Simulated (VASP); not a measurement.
The system is LaGa2.

```
CELL_PARAMETERS angstrom
4.32000 0.00000 0.00000
-2.16000 3.74123 0.00000
0.00000 0.00000 4.41600
ATOMIC_POSITIONS crystal
La 0.00000 0.00000 0.00000
Ga 0.33333 0.66667 0.50000
Ga 0.66667 0.33333 0.50000
```

```yaml
Program: VASP 6.6.1
Task: relaxation of cell and atoms
Functional: PBEsol
Potentials_or_basis: VASP PAW PBE potentials, release 64 (La, Ga_d)
Cutoff: 600 eV
k_mesh: 12 × 12 × 10
Occupations: gaussian, width 0.1 eV
Spin: no spin polarisation
```

At the start: pressure -2.2 GPa; volume 23.79 Å³/atom.

Question: How do energy, volume and symmetry change on relaxing?

Answer: Over 18 steps the energy falls by 5.1 meV/atom and the volume is 23.08 Å³/atom (-3.0 %); space group P6/mmm (No. 191, to 0.05 Å).

The path:
| step | energy change (eV) | largest force (eV/Å) | pressure (GPa) | volume (Å³) |
| --- | --- | --- | --- | --- |
| 1 | 0.0000 | 0.0000 | -2.19 | 71.37 |
| 2 | -0.0101 | 0.0000 | 1.39 | 68.07 |
| 3 | -0.0153 | 0.0000 | -0.02 | 69.25 |
| 4 | -0.0153 | 0.0000 | 0.12 | 69.21 |
| 5 | -0.0153 | 0.0000 | -0.25 | 69.37 |
| 6 | -0.0153 | 0.0000 | 0.00 | 69.28 |
| 7 | -0.0153 | 0.0000 | -0.08 | 69.29 |
| 8 | -0.0153 | 0.0000 | -0.01 | 69.28 |
| 9 | -0.0153 | 0.0000 | -0.02 | 69.28 |
| 10 | -0.0154 | 0.0000 | -0.04 | 69.27 |
| 11 | -0.0154 | 0.0000 | -0.03 | 69.26 |
| 12 | -0.0154 | 0.0000 | -0.04 | 69.26 |
| 13 | -0.0154 | 0.0000 | 0.11 | 69.20 |
| 14 | -0.0154 | 0.0000 | -0.06 | 69.25 |
| 15 | -0.0154 | 0.0000 | 0.04 | 69.23 |
| 16 | -0.0154 | 0.0000 | -0.06 | 69.24 |
| 17 | -0.0154 | 0.0000 | -0.04 | 69.23 |
| 18 | -0.0154 | 0.0000 | -0.01 | 69.23 |

Final structure:
```yaml
crystal:
  lattice:
    - [4.27358, 0.00000, 0.00000]
    - [-2.13679, 3.70103, 0.00000]
    - [0.00000, 0.00000, 4.37724]
  atoms:
    - { symbol: La, position: [0.00000, 0.00000, 0.00000] }
    - { symbol: Ga, position: [0.33333, 0.66667, 0.50000] }
    - { symbol: Ga, position: [0.66667, 0.33333, 0.50000] }
```

Caveat: the PAW data sets were made with another functional, which shifts forces and pressure a little.
